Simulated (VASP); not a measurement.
# CoO (Fm-3m) in VASP: further runs

Runs on CoO. Level: PBE. Tasks: relaxation of cell and atoms, single point.

Everything below comes from runs of VASP 6.6.1. Logs are shortened: lines on timing, memory, paths and dates and some standing lists are left out, and cuts for length are marked.

## (1) The cell of the first run

The structure is cubic, space group Fm-3m (No. 225). Conventional cell: a = 4.244 Å, b = 4.244 Å, c = 4.244 Å, α = 90.00°, β = 90.00°, γ = 90.00°. Co (site symmetry m-3m) has 6 O at 2.12 Å within 2.8 Å. O (site symmetry m-3m) has 6 Co at 2.12 Å within 2.8 Å.

## (2) Relaxation of cell and atoms, PBE, collinear spin, ferromagnetic start

File INCAR:

```
SYSTEM = CoO
PREC     = Accurate       ! precision mode
ENCUT    = 600            ! plane-wave cutoff, eV
EDIFF    = 1E-6           ! SCF threshold, eV
ISMEAR   = 0              ! smearing method
SIGMA    = 0.1            ! smearing width, eV
LREAL    = .FALSE.        ! projectors in reciprocal space
LASPH    = .TRUE.         ! aspherical terms in the spheres
NELM     = 150            ! most SCF steps
ALGO     = Normal         ! electronic algorithm
ISIF     = 3              ! what is computed and relaxed
LWAVE    = .FALSE.        ! write WAVECAR
LCHARG   = .FALSE.        ! write CHGCAR
ISPIN    = 2              ! spin polarisation
MAGMOM   = 2.7 0.33       ! initial moments
LORBIT   = 11             ! projections on sites
LMAXMIX  = 4              ! l up to which the mixer works
GGA      = PE             ! functional
IBRION   = 2              ! ionic algorithm
NSW      = 80             ! ionic steps
EDIFFG   = -0.01          ! ionic threshold
```

File KPOINTS:

```
Automatic mesh
0
G
  18 18 18
  0 0 0
```

File POSCAR:

```
CoO
1.0
    0.0000000000      2.1222063726      2.1222063726
    2.1222063726      0.0000000000      2.1222063726
    2.1222063726      2.1222063726      0.0000000000
Co O
1 1
Direct
    0.0000000000      0.0000000000      0.0000000000
    0.5000000000      0.5000000000      0.5000000000
```

Potentials or basis: VASP PAW PBE potentials, release 64 (Co, O).

Run with:

```
$ cat potpaw_PBE.64/Co/POTCAR potpaw_PBE.64/O/POTCAR > POTCAR
$ mpirun -np 1 vasp_std > vasp.out
```

OUTCAR:

```text
SYSTEM = CoO
   PREC = Accurate
   ENCUT = 600
   EDIFF = 1E-6
   ISMEAR = 0
   LREAL = .FALSE.
   LASPH = .TRUE.
   NELM = 150
   ISIF = 3
   ISPIN = 2
   LORBIT = 11
   GGA = PE
   IBRION = 2
   NSW = 80
   EDIFFG = -0.01

 ion  position               nearest neighbor table
   1  0.000  0.000  0.000-   2 2.12   2 2.12   2 2.12   2 2.12   2 2.12   2 2.12
   2  0.500  0.500  0.500-   1 2.12   1 2.12   1 2.12   1 2.12   1 2.12   1 2.12

  LATTYP: Found a face centered cubic cell.
 ALAT       =     4.2444127452

  Lattice vectors:

 A1 = (   0.0000000000,   2.1222063726,   2.1222063726)
 A2 = (   2.1222063726,   0.0000000000,   2.1222063726)
 A3 = (   2.1222063726,   2.1222063726,   0.0000000000)

Analysis of symmetry for initial positions (statically):
=====================================================================
 Subroutine PRICEL returns:
 Original cell was already a primitive cell.

 Routine SETGRP: Setting up the symmetry group for a
 face centered cubic supercell.

 Subroutine GETGRP returns: Found 48 space group operations
 (whereof 48 operations were pure point group operations)
 out of a pool of 48 trial point group operations.

The static configuration has the point symmetry O_h .

Analysis of symmetry for dynamics (positions and initial velocities):
=====================================================================
 Subroutine PRICEL returns:
 Original cell was already a primitive cell.

 Routine SETGRP: Setting up the symmetry group for a
 face centered cubic supercell.

 Subroutine GETGRP returns: Found 48 space group operations
 (whereof 48 operations were pure point group operations)
 out of a pool of 48 trial point group operations.

The dynamic configuration has the point symmetry O_h .

Analysis of structural, dynamic, and magnetic symmetry:
=====================================================================
 Subroutine PRICEL returns:
 Original cell was already a primitive cell.

 Routine SETGRP: Setting up the symmetry group for a
 face centered cubic supercell.

 Subroutine GETGRP returns: Found 48 space group operations
 (whereof 48 operations were pure point group operations)
 out of a pool of 48 trial point group operations.

The overall configuration has the point symmetry O_h .

 Subroutine INISYM returns: Found 48 space group operations
 (whereof 48 operations are pure point group operations),
 and found     1 'primitive' translations

----------------------------------------------------------------------------------------

                                     Primitive cell

  volume of cell :      19.1158

  direct lattice vectors                    reciprocal lattice vectors
     0.000000000  2.122206373  2.122206373    -0.235603854  0.235603854  0.235603854
[... 191 lines left out ...]
  band No.  band energies     occupation
      1     -12.2114      1.00000
      2       4.8579      1.00000
      3       4.8579      1.00000
      4       4.9344      1.00000
      5       4.9344      1.00000
      6       4.9344      1.00000
      7       5.0455      1.00000
      8       5.0455      1.00000
      9       5.0455      1.00000
     10       9.1945      0.00000
     11      25.0222      0.00000
     12      26.3720      0.00000
     13      26.3720      0.00000
[... 356 lines left out ...]
      2       1.8732      1.00000
      3       2.7731      1.00000
      4       3.0664      1.00000
      5       5.3389      1.00000
      6       5.3704      1.00000
      7       5.8136      1.00000
      8       6.7965      1.00000
      9       7.3728      1.00000
     10      11.9067      0.00000
     11      19.9555      0.00000
     12      23.3204      0.00000
     13      24.2438      0.00000

 [... further k-points ...]

 spin component 2

 k-point     1 :       0.0000    0.0000    0.0000
  band No.  band energies     occupation
      1     -11.7247      1.00000
      2       5.4783      1.00000
      3       5.4783      1.00000
      4       5.4783      1.00000
      5       6.9828      1.00000
      6       6.9828      1.00000
      7       6.9829      1.00000
      8       8.1572      0.26331
      9       8.1573      0.26265
     10       9.7238      0.00000
     11      24.9318      0.00000
     12      26.8575      0.00000
     13      26.8576      0.00000
[... 356 lines left out ...]
      2       2.5227      1.00000
      3       4.1438      1.00000
      4       4.2381      1.00000
      5       7.3819      1.00000
      6       7.5159      1.00000
      7       7.6838      1.00000
      8       9.2705      0.00000
      9       9.8837      0.00000
     10      12.4726      0.00000
     11      20.4480      0.00000
     12      23.9219      0.00000
     13      24.9095      0.00000

 [... further k-points ...]

------------------------ aborting loop because EDIFF is reached ----------------------------------------

  FORCE on cell =-STRESS in cart. coord.  units (eV):
  Direction    XX          YY          ZZ          XY          YZ          ZX
  --------------------------------------------------------------------------------------
  -------------------------------------------------------------------------------------
  Total        0.0124391      0.0124391      0.0124391     -0.0000000      0.0000000      0.0000000
  in kB        1.0466137      1.0466137      1.0466137     -0.0000000      0.0000000      0.0000000
  external PRESSURE =       1.0466137 kB  Pullay stress =       0.0000000 kB

 VOLUME and BASIS-vectors are now :
 -----------------------------------------------------------------------------
  energy-cutoff  :      600.00
  volume of cell :       19.04
      direct lattice vectors                 reciprocal lattice vectors
    -0.000000000  2.119471790  2.119471790    -0.235907834  0.235907834  0.235907834
     2.119471790 -0.000000000  2.119471790     0.235907834 -0.235907834  0.235907834
     2.119471790  2.119471790  0.000000000     0.235907834  0.235907834 -0.235907834

 POSITION                                       TOTAL-FORCE (eV/Angst)
 -----------------------------------------------------------------------------------
      0.00000      0.00000      0.00000         0.000000     -0.000000     -0.000000
      2.11947      2.11947      2.11947        -0.000000      0.000000      0.000000
 -----------------------------------------------------------------------------------
    total drift:                                0.000000     -0.000000     -0.000000

  FREE ENERGIE OF THE ION-ELECTRON SYSTEM (eV)
  ---------------------------------------------------
  free  energy   TOTEN  =       -13.0585253095 eV

  energy  without entropy=      -13.0365016744  energy(sigma->0) =      -13.04751349

 reached required accuracy - stopping structural energy minimisation

 total charge

# of ion       s       p       d       tot
------------------------------------------
    1        0.298   0.365   7.156   7.819
    2        1.553   3.431   0.000   4.984
--------------------------------------------------
tot          1.850   3.797   7.156  12.803

 magnetization (x)

# of ion       s       p       d       tot
------------------------------------------
    1        0.021   0.018   2.491   2.530
    2        0.029   0.259   0.000   0.288
--------------------------------------------------
tot          0.050   0.277   2.491   2.818
```

OSZICAR:

```text
N       E                     dE             d eps       ncg     rms          rms(c)
DAV:   1     0.905124269091E+02    0.90512E+02   -0.79353E+03 10305   0.150E+03
DAV:   2    -0.916063443791E+01   -0.99673E+02   -0.87240E+02 11041   0.286E+02
[... 15 lines left out ...]
DAV:   1    -0.130600840300E+02   -0.16342E-02   -0.29620E-02 10890   0.277E+00    0.305E-01
DAV:   2    -0.130586434696E+02    0.14406E-02   -0.36611E-03 11900   0.103E+00    0.151E-01
DAV:   3    -0.130585644136E+02    0.79056E-04   -0.37888E-04 12769   0.350E-01    0.127E-01
DAV:   4    -0.130585396005E+02    0.24813E-04   -0.71174E-05 14891   0.201E-01    0.334E-02
DAV:   5    -0.130585251038E+02    0.14497E-04   -0.20666E-05 11951   0.551E-02    0.133E-02
DAV:   6    -0.130585253095E+02   -0.20567E-06   -0.15771E-06  8699   0.207E-02
   2 F= -.13058525E+02 E0= -.13047513E+02  d E =-.746888E-04  mag=     2.8667
```

Run time: 2.3 min. Hardware: 1 thread of Intel Xeon Platinum 8259CL at 2.50GHz (Skylake/Cascade Lake), shared host; peak memory 0.23 GiB.

What came out:

```yaml
Free_energy: -13.0585 eV
Relaxed_volume: 9.52 Å³/atom
Relaxed_cell: a = 2.997 Å, b = 2.997 Å, c = 2.997 Å, α = 60.00°, β = 60.00°, γ = 60.00°
Space_group_after_relaxing_to_0.05_Å: Fm-3m (No. 225)
Energy_gained_by_relaxing: 0.0 meV/atom
Ionic_steps: 2
Pressure_after_relaxing: 0.1 GPa
Net_moment: 2.87 μB per cell
Site_moments: Co +2.53; O +0.29 μB
Valence_electrons_inside_the_program's_atomic_spheres: Co 7.82; O 4.98
```

Final structure:
```
Co O
1.0
     0.00000    2.11947    2.11947
     2.11947    0.00000    2.11947
     2.11947    2.11947    0.00000
Co O
1 1
Direct
  0.00000 0.00000 0.00000
  0.50000 0.50000 0.50000
```

Caveat: a cell with one magnetic atom can't hold antiferromagnetic order, which such compounds often take; semilocal functionals often make such compounds metallic where correlation or magnetic order opens a gap, which also shifts bond lengths.

## (3) Single point, PBE, collinear spin, ferromagnetic start

This run uses another cell than the first one, of 9.58 Å³/atom, 1.003 times its volume.

File INCAR:

```
PREC = Accurate
ENCUT = 520
EDIFF = 1E-6
ISMEAR = 0
SIGMA = 0.1
LREAL = False
LASPH = True
NELM = 150
ALGO = Normal
ISIF = 2
LWAVE = False
LCHARG = True
ISPIN = 2
MAGMOM = 2.7 0.33
LORBIT = 11
LMAXMIX = 4
GGA = PE
LELF = True
LVHAR = True
NBANDS = 18
```

File KPOINTS:

```
regular mesh
0
Gamma
  18 18 18
```

File POSCAR:

```
CoO
1.0
    0.0000000000      2.1240183652      2.1240183652
    2.1240183652      0.0000000000      2.1240183652
    2.1240183652      2.1240183652      0.0000000000
Co O
1 1
Direct
    0.0000000000      0.0000000000      0.0000000000
    0.5000000000      0.5000000000      0.5000000000
```

Potentials or basis: VASP PAW PBE potentials, release 64 (Co, O).

Run with:

```
$ cat potpaw_PBE.64/Co/POTCAR potpaw_PBE.64/O/POTCAR > POTCAR
$ mpirun -np 1 vasp_std > vasp.out
```

Wall time 65 s (1 thread of Intel Xeon Platinum 8559C (Emerald Rapids), shared host); peak memory 0.23 GiB.

Results (log left out):

| Item | Value |
| --- | --- |
| Free energy | -13.0564 eV |
| Pressure | -0.5 GPa |
| Net moment | 2.89 μB per cell |
| Site moments | Co +2.54; O +0.29 μB |
| Valence electrons inside the program's atomic spheres | Co 7.81; O 4.98 |

Levels at points of the mesh, in eV from the Fermi level:
Spin up:
```csv
k point,band 5,band 6,band 7,band 8,band 9,band 10,band 11,band 12,band 13,band 14
"(0.00, 0.00, 0.00)",-3.15,-3.15,-3.07,-3.07,-3.07,1.05,16.89,18.21,18.21,18.21
"(0.50, 0.00, 0.00)",-2.34,-2.34,-1.78,0.13,0.13,5.10,9.43,13.50,13.50,20.59
"(0.50, 0.50, 0.00)",-3.93,-2.91,-2.39,-2.05,-2.05,5.93,9.88,11.73,15.85,15.85
```
Spin down:
```csv
k point,band 4,band 5,band 6,band 7,band 8,band 9
"(0.00, 0.00, 0.00)",-2.59,-1.11,-1.11,-1.11,0.05,0.05
"(0.50, 0.00, 0.00)",-4.67,-0.13,-0.13,0.18,2.72,2.72
"(0.50, 0.50, 0.00)",-3.85,-2.25,0.12,0.12,0.53,1.00
```

Caveat: a cell with one magnetic atom can't hold antiferromagnetic order, which such compounds often take; semilocal functionals often make such compounds metallic where correlation or magnetic order opens a gap, which also shifts bond lengths. With open d or f shells a metallic result of PBE can be an artefact of self-interaction; +U or a hybrid may open a gap.
